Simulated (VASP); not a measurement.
# Be3Se4 (I-42m) in VASP: notebook

Runs on Be3Se4. Level: PBE. Tasks: relaxation of cell and atoms, single point.

All numbers are computed with VASP 6.6.1; they aren't measurements. Logs are shortened: lines on timing, memory, paths and dates and some standing lists are left out, and cuts for length are marked.

### Step 1. The cell of the first run

It takes space group I-42m (No. 121, tetragonal). Conventional cell: a = 4.934 Å, b = 4.934 Å, c = 11.132 Å, α = 90.00°, β = 90.00°, γ = 90.00°. Be (site symmetry -4) has 4 Se at 2.20 Å within 2.9 Å. Within 3.0 Å of Be (site symmetry -42m) lie 4 Se at 2.24 Å. Se (site symmetry m) has 3 Be at 2.20 to 2.24 Å within 2.9 Å.

### Step 2. Relaxation of cell and atoms, PBE

INCAR reads:

```
SYSTEM = Be3Se4
  ALGO = Normal
  EDIFF = 1E-6
  EDIFFG = -0.01
  ENCUT = 600
  GGA = PE
  IBRION = 2
  ISIF = 3
  ISMEAR = 0
  LASPH = .True.
  LCHARG = .False.
  LREAL = .False.
  LWAVE = .False.
  NELM = 100
  NSW = 100
  PREC = Accurate
  SIGMA = 0.1
```

KPOINTS reads:

```
k-points
0
Gamma
  10 10 10
  0 0 0
```

POSCAR reads:

```
Be3Se4
1.0
   -2.4670337011      2.4670337011      5.5658767857
    2.4670337011     -2.4670337011      5.5658767857
    2.4670337011      2.4670337011     -5.5658767857
Be Se
3 4
Direct
    0.2500000000      0.7500000000      0.5000000000
    0.7500000000      0.2500000000      0.5000000000
    0.5000000000      0.5000000000      0.0000000000
    0.3834338399      0.8745723581      0.0000000000
    0.8745723581      0.3834338399      0.0000000000
    0.1254276419      0.1254276419      0.5088614818
    0.6165661601      0.6165661601      0.4911385182
```

Potentials or basis: VASP PAW PBE potentials, release 64 (Be, Se).

Launch:

```console
$ cat potpaw_PBE.64/Be/POTCAR potpaw_PBE.64/Se/POTCAR > POTCAR
$ mpirun -np 1 vasp_std > vasp.out
```

OUTCAR:

```text
SYSTEM = Be3Se4
   EDIFF = 1E-6
   EDIFFG = -0.01
   ENCUT = 600
   GGA = PE
   IBRION = 2
   ISIF = 3
   ISMEAR = 0
   LASPH = .True.
   LREAL = .False.
   NELM = 100
   NSW = 100
   PREC = Accurate

 ion  position               nearest neighbor table
   1  0.250  0.750  0.500-   7 2.20   5 2.20   4 2.20   6 2.20
   2  0.750  0.250  0.500-   7 2.20   4 2.20   5 2.20   6 2.20
   3  0.500  0.500  0.000-   6 2.24   5 2.24   4 2.24   7 2.24
   4  0.383  0.875  0.000-   2 2.20   1 2.20   3 2.24
   5  0.875  0.383  0.000-   1 2.20   2 2.20   3 2.24
   6  0.125  0.125  0.509-   1 2.20   2 2.20   3 2.24
   7  0.617  0.617  0.491-   1 2.20   2 2.20   3 2.24

  LATTYP: Found a body centered tetragonal cell.
 ALAT       =     4.9340674022
 C/A-ratio  =     2.2561008320

  Lattice vectors:

 A1 = (  -2.4670337011,   2.4670337011,   5.5658767857)
 A2 = (   2.4670337011,  -2.4670337011,   5.5658767857)
 A3 = (   2.4670337011,   2.4670337011,  -5.5658767857)

Analysis of symmetry for initial positions (statically):
=====================================================================
 Subroutine PRICEL returns:
 Original cell was already a primitive cell.

 Routine SETGRP: Setting up the symmetry group for a
 body centered tetragonal supercell.

 Subroutine GETGRP returns: Found  8 space group operations
 (whereof  8 operations were pure point group operations)
 out of a pool of 16 trial point group operations.

The static configuration has the point symmetry D_2d.

Analysis of symmetry for dynamics (positions and initial velocities):
=====================================================================
 Subroutine PRICEL returns:
 Original cell was already a primitive cell.

 Routine SETGRP: Setting up the symmetry group for a
 body centered tetragonal supercell.

 Subroutine GETGRP returns: Found  8 space group operations
 (whereof  8 operations were pure point group operations)
 out of a pool of 16 trial point group operations.

The dynamic configuration has the point symmetry D_2d.

 Subroutine INISYM returns: Found  8 space group operations
 (whereof  8 operations are pure point group operations),
 and found     1 'primitive' translations

----------------------------------------------------------------------------------------
[... 109 lines left out ...]
   ISIF   =      3    stress and relaxation
   ISYM   =      2    0-nonsym 1-usesym 2-fastsym
   POTIM  = 0.5000    time-step for ionic-motion
   TEBEG  =    0.0;   TEEND  =   0.0 temperature during run
   PSTRESS=    0.0 pullay stress
   NELECT =      30.0000    total number of electrons
   NUPDOWN=      -1.0000    fix difference up-down
   EMIN   =  10.00;   EMAX   =-10.00  energy-range for DOS
   EFERMI =   0.00;   METHOD = LEGACY
   ISMEAR =     0;   SIGMA  =   0.10  broadening in eV -4-tet -1-fermi 0-gaus
   EFERMI_NEDOS =   21; number of points for ismear=-14 and -15
   IALGO  =     38    algorithm
   IMIX   =      4    mixing-type and parameters
     AMIX     =   0.40;   BMIX     =  1.00
     AMIX_MAG =   1.60;   BMIX_MAG =  1.00
  volume/ion in A,a.u.               =      19.36       130.63
  Fermi-wavevector in a.u.,A,eV,Ry     =   0.990377  1.871542 13.345236  0.980847
  Thomas-Fermi vector in A             =   2.122043
   LORBIT       =      0    0 simple, 1 ext, 2 COOP (PROOUT), +10 PAW based schemes
   GGA     = PE    functional components
   LHFCALC =     F    Hartree Fock is set to
   AEXX    =    0.0000 exact exchange contribution
   IVDW    =     0    specifies the selected vdW correction
   LEPSILON=     F    determine dielectric tensor
   LRPA    =     F    only Hartree local field effects (RPA)
 conjugate gradient relaxation of ions
 non-spin polarized calculation
 Gauss-broadening in eV      SIGMA  =   0.10
  energy-cutoff  :      600.00
  volume of cell :      135.50
 maximum number of plane-waves:      4537
 NGX is ok and might be reduce to    54
   NGX = 27   NGY = 27   NGZ = 27

--------------------------------------- Ionic step        1  -------------------------------------------

 number of electron      29.9999999 magnetization

 Free energy of the ion-electron system (eV)
  ---------------------------------------------------
  ext. energy  EPLUGINS =         0.00000000
  ---------------------------------------------------
  free energy    TOTEN  =       -28.48983439 eV

  energy without entropy =      -28.47617022  energy(sigma->0) =      -28.48300231

------------------------ aborting loop because EDIFF is reached ----------------------------------------

  FORCE on cell =-STRESS in cart. coord.  units (eV):
  Direction    XX          YY          ZZ          XY          YZ          ZX
  --------------------------------------------------------------------------------------
  -------------------------------------------------------------------------------------
  Total       -0.0027171     -0.0027171      0.2001608      0.0000000      0.0000000      0.0000000
  in kB       -0.0321266     -0.0321266      2.3667150      0.0000000      0.0000000      0.0000000
  external PRESSURE =       0.7674873 kB  Pullay stress =       0.0000000 kB
[... 233 lines left out ...]
--------------------------------------- Ionic step        7  -------------------------------------------

 number of electron      30.0000000 magnetization

 Free energy of the ion-electron system (eV)
  ---------------------------------------------------
  ext. energy  EPLUGINS =         0.00000000
  ---------------------------------------------------
  free energy    TOTEN  =       -28.49064560 eV

  energy without entropy =      -28.47802465  energy(sigma->0) =      -28.48433512

 E-fermi :   2.5007     XC(G=0):  -9.1614

 val. band max:        2.4988296768   @ k =  -0.2000   0.5000   0.2000
 cond. band min:       2.5066648524   @ k =  -0.3000   0.4000   0.1000
 fundamental gap:      0.0078351756
 Fermi energy:         2.5006547388

 k-point     1 :       0.0000    0.0000    0.0000
  band No.  band energies     occupation
      1     -11.0216      2.00000
      2      -9.5976      2.00000
      3      -9.0556      2.00000
      4      -9.0556      2.00000
      5      -2.6355      2.00000
      6      -1.7918      2.00000
[... 505 lines left out ...]
      6      -2.1252      2.00000
[... 11 lines left out ...]
     18       7.6749      0.00000
     19       8.0765      0.00000

 [... further k-points ...]

------------------------ aborting loop because EDIFF is reached ----------------------------------------

  FORCE on cell =-STRESS in cart. coord.  units (eV):
  Direction    XX          YY          ZZ          XY          YZ          ZX
  --------------------------------------------------------------------------------------
  -------------------------------------------------------------------------------------
  Total       -0.0043066     -0.0043066     -0.0208002      0.0000000      0.0000000      0.0000000
  in kB       -0.0509605     -0.0509605     -0.2461306      0.0000000      0.0000000      0.0000000
  external PRESSURE =      -0.1160172 kB  Pullay stress =       0.0000000 kB
[... 22 lines left out ...]
  FREE ENERGIE OF THE ION-ELECTRON SYSTEM (eV)
  ---------------------------------------------------
  free  energy   TOTEN  =       -28.4906455961 eV

  energy  without entropy=      -28.4780246526  energy(sigma->0) =      -28.48433512

 reached required accuracy - stopping structural energy minimisation
```

CONTCAR:

```text
Be3Se4
   1.00000000000000
    -2.4605723742905199    2.4605723742905199    5.5908853927322077
     2.4605723742905199   -2.4605723742905199    5.5908853927322077
     2.4605723742905199    2.4605723742905199   -5.5908853927322077
  Be              Se
     3     4
Direct
     0.2500000000000000    0.7500000000000000    0.5000000000000000
     0.7500000000000000    0.2500000000000000    0.5000000000000000
     0.5000000000000000    0.5000000000000000    0.0000000000000000
     0.3825995519509402    0.8755728524050873    0.0000000000000000
     0.8755728524050873    0.3825995519509402    0.0000000000000000
     0.1244271475949127    0.1244271475949127    0.5070266995458458
     0.6174004480490598    0.6174004480490598    0.4929733004541543

  0.00000000E+00  0.00000000E+00  0.00000000E+00
  0.00000000E+00  0.00000000E+00  0.00000000E+00
  0.00000000E+00  0.00000000E+00  0.00000000E+00
  0.00000000E+00  0.00000000E+00  0.00000000E+00
  0.00000000E+00  0.00000000E+00  0.00000000E+00
  0.00000000E+00  0.00000000E+00  0.00000000E+00
  0.00000000E+00  0.00000000E+00  0.00000000E+00
```

Wall time 14 min (1 thread of Intel Xeon 6975P-C (Granite Rapids), shared host); peak memory 0.6 GiB.

Results:

```yaml
Free_energy: -28.4906 eV
Relaxed_volume: 19.34 Å³/atom
Relaxed_cell: a = 6.585 Å, b = 6.585 Å, c = 6.585 Å, α = 136.12°, β = 136.12°, γ = 63.80°
Space_group_after_relaxing_to_0.1_Å: I-42m (No. 121)
Energy_gained_by_relaxing: 0.1 meV/atom
Ionic_steps: 7
Pressure_after_relaxing: 0.0 GPa
Largest_force_after_relaxing: 0.008 eV/Å
Band_gap_on_the_k_mesh: zero (bands 15 and 16 overlap by 1.20 eV)
```

Forces in eV/Å, atoms in the order of the input:
```
Be   0.000  0.000  0.000
Be   0.000  0.000  0.000
Be   0.000  0.000  0.000
Se   0.003 -0.003 -0.007
Se  -0.003  0.003 -0.007
Se  -0.003 -0.003  0.007
Se   0.003  0.003  0.007
```

The path:
| step | energy change (eV) | largest force (eV/Å) | pressure (GPa) | volume (Å³) |
| --- | --- | --- | --- | --- |
| 1 | 0.0000 | 0.0269 | 0.08 | 135.50 |
| 2 | -0.0003 | 0.0181 | -0.03 | 135.68 |
| 3 | -0.0003 | 0.0107 | -0.19 | 135.95 |
| 4 | -0.0004 | 0.0126 | -0.13 | 135.84 |
| 5 | -0.0006 | 0.0074 | -0.09 | 135.71 |
| 6 | -0.0008 | 0.0121 | -0.01 | 135.44 |
| 7 | -0.0008 | 0.0083 | -0.01 | 135.40 |

Final structure:
```
Be Se
1.0
    -2.46057    2.46057    5.59089
     2.46057   -2.46057    5.59089
     2.46057    2.46057   -5.59089
Be Se
3 4
Direct
  0.25000 0.75000 0.50000
  0.75000 0.25000 0.50000
  0.50000 0.50000 0.00000
  0.38260 0.87557 0.00000
  0.87557 0.38260 0.00000
  0.12443 0.12443 0.50703
  0.61740 0.61740 0.49297
```

Levels at points of the mesh, in eV from the Fermi level:
| k point | band 11 | band 12 | band 13 | band 14 | band 15 | band 16 | band 17 | band 18 | band 19 |
| --- | --- | --- | --- | --- | --- | --- | --- | --- | --- |
| (0.00, 0.00, 0.00) | -2.63 | -1.29 | -1.29 | 0.07 | 0.74 | 0.74 | 3.89 | 4.84 | 5.60 |
| (0.50, 0.00, 0.00) | -2.28 | -2.02 | -1.55 | -0.81 | -0.58 | -0.45 | 4.79 | 5.50 | 5.68 |
| (0.50, 0.50, 0.00) | -1.31 | -0.85 | -0.45 | -0.38 | 0.62 | 0.62 | 4.45 | 4.72 | 6.10 |
| (0.50, 0.50, 0.50) | -2.27 | -1.72 | -1.09 | -1.09 | 0.07 | 0.07 | 3.33 | 3.33 | 4.32 |

### Step 3. Single point, PBE

INCAR reads:

```
PREC = Accurate
ENCUT = 520
EDIFF = 1E-7
ISMEAR = 0
SIGMA = 0.2
LREAL = F
LASPH = T
NELM = 80
ALGO = Normal
ISIF = 2
LWAVE = F
LCHARG = F
GGA = PE
NBANDS = 24
```

KPOINTS reads:

```
regular mesh
0
Gamma
  5 5 5
```

POSCAR is that of step 2.

Potentials or basis: VASP PAW PBE potentials, release 64 (Be, Se).

Launch:

```console
$ cat potpaw_PBE.64/Be/POTCAR potpaw_PBE.64/Se/POTCAR > POTCAR
$ mpirun -np 1 vasp_std > vasp.out
```

OUTCAR:

```text
PREC = Accurate
   ENCUT = 520
   EDIFF = 1E-7
   ISMEAR = 0
   LREAL = F
   LASPH = T
   NELM = 80
   ISIF = 2
   GGA = PE

 ion  position               nearest neighbor table
   1  0.250  0.750  0.500-   7 2.20   5 2.20   4 2.20   6 2.20
   2  0.750  0.250  0.500-   7 2.20   4 2.20   5 2.20   6 2.20
   3  0.500  0.500  0.000-   6 2.24   5 2.24   4 2.24   7 2.24
   4  0.383  0.875  0.000-   2 2.20   1 2.20   3 2.24
   5  0.875  0.383  0.000-   1 2.20   2 2.20   3 2.24
   6  0.125  0.125  0.509-   1 2.20   2 2.20   3 2.24
   7  0.617  0.617  0.491-   1 2.20   2 2.20   3 2.24

[... 687 lines left out ...]
  Total        0.0882555      0.0882555      0.1290977      0.0000000      0.0000000     -0.0000000
  in kB        1.0435384      1.0435384      1.5264599      0.0000000      0.0000000     -0.0000000
  external PRESSURE =       1.2045123 kB  Pullay stress =       0.0000000 kB

 VOLUME and BASIS-vectors are now :
 -----------------------------------------------------------------------------
  energy-cutoff  :      520.00
  volume of cell :      135.50
      direct lattice vectors                 reciprocal lattice vectors
    -2.467033701  2.467033701  5.565876786     0.000000000  0.202672545  0.089833106
     2.467033701 -2.467033701  5.565876786     0.202672545  0.000000000  0.089833106
     2.467033701  2.467033701 -5.565876786     0.202672545  0.202672545  0.000000000

 POSITION                                       TOTAL-FORCE (eV/Angst)
 -----------------------------------------------------------------------------------
      2.46703      0.00000      2.78294        -0.000000      0.000000     -0.000000
      0.00000      2.46703      2.78294        -0.000000      0.000000     -0.000000
      0.00000      0.00000      5.56588        -0.000000      0.000000     -0.000000
      1.21166     -1.21166      7.00191         0.007228     -0.007228     -0.013946
     -1.21166      1.21166      7.00191        -0.007228      0.007228     -0.013946
      1.25538      1.25538     -1.43603        -0.007228     -0.007228      0.013946
      1.21166      1.21166      4.12985         0.007228      0.007228      0.013946
 -----------------------------------------------------------------------------------
    total drift:                                0.000002      0.000002      0.000002

  FREE ENERGIE OF THE ION-ELECTRON SYSTEM (eV)
  ---------------------------------------------------
  free  energy   TOTEN  =       -28.5118129687 eV

  energy  without entropy=      -28.4518486463  energy(sigma->0) =      -28.48183081
```

OSZICAR:

```text
N       E                     dE             d eps       ncg     rms          rms(c)
DAV:   1     0.129456002634E+03    0.12946E+03   -0.12150E+04   864   0.105E+03
DAV:   2    -0.182384983236E+02   -0.14769E+03   -0.14061E+03  1136   0.178E+02
DAV:   3    -0.288421190078E+02   -0.10604E+02   -0.10515E+02  1160   0.526E+01
DAV:   4    -0.289875583463E+02   -0.14544E+00   -0.14519E+00  1120   0.720E+00
DAV:   5    -0.289894139463E+02   -0.18556E-02   -0.18548E-02  1136   0.809E-01    0.650E+00
DAV:   6    -0.286064195263E+02    0.38299E+00   -0.38766E-01  1088   0.299E+00    0.366E+00
DAV:   7    -0.285089224467E+02    0.97497E-01   -0.37976E-01  1120   0.283E+00    0.731E-01
DAV:   8    -0.285108083768E+02   -0.18859E-02   -0.27842E-02  1048   0.884E-01    0.298E-01
DAV:   9    -0.285117025273E+02   -0.89415E-03   -0.25814E-03  1136   0.262E-01    0.687E-02
DAV:  10    -0.285117517380E+02   -0.49211E-04   -0.20233E-04  1032   0.671E-02    0.301E-02
DAV:  11    -0.285118047514E+02   -0.53013E-04   -0.55323E-05  1112   0.384E-02    0.124E-02
DAV:  12    -0.285118116723E+02   -0.69210E-05   -0.64923E-06  1048   0.132E-02    0.470E-03
DAV:  13    -0.285118128263E+02   -0.11539E-05   -0.20876E-06  1104   0.754E-03    0.159E-03
DAV:  14    -0.285118129753E+02   -0.14900E-06   -0.88623E-08   776   0.146E-03    0.526E-04
DAV:  15    -0.285118129687E+02    0.65322E-08   -0.27776E-08   776   0.919E-04
   1 F= -.28511813E+02 E0= -.28481831E+02  d E =-.599643E-01
```

Wall time 1.9 min (1 thread of Intel Xeon Platinum 8488C (Sapphire Rapids), shared host); peak memory 0.35 GiB.

What came out:

```
Free energy            : -28.5118 eV
Pressure               : 0.1 GPa
Largest force          : 0.017 eV/Å
Band gap on the k mesh : zero (bands 15 and 16 overlap by 0.98 eV)
```

Forces in eV/Å, atoms in the order of the input:
```
Be   0.000  0.000  0.000
Be   0.000  0.000  0.000
Be   0.000  0.000  0.000
Se   0.007 -0.007 -0.014
Se  -0.007  0.007 -0.014
Se  -0.007 -0.007  0.014
Se   0.007  0.007  0.014
```

[end of part 1 of 2]
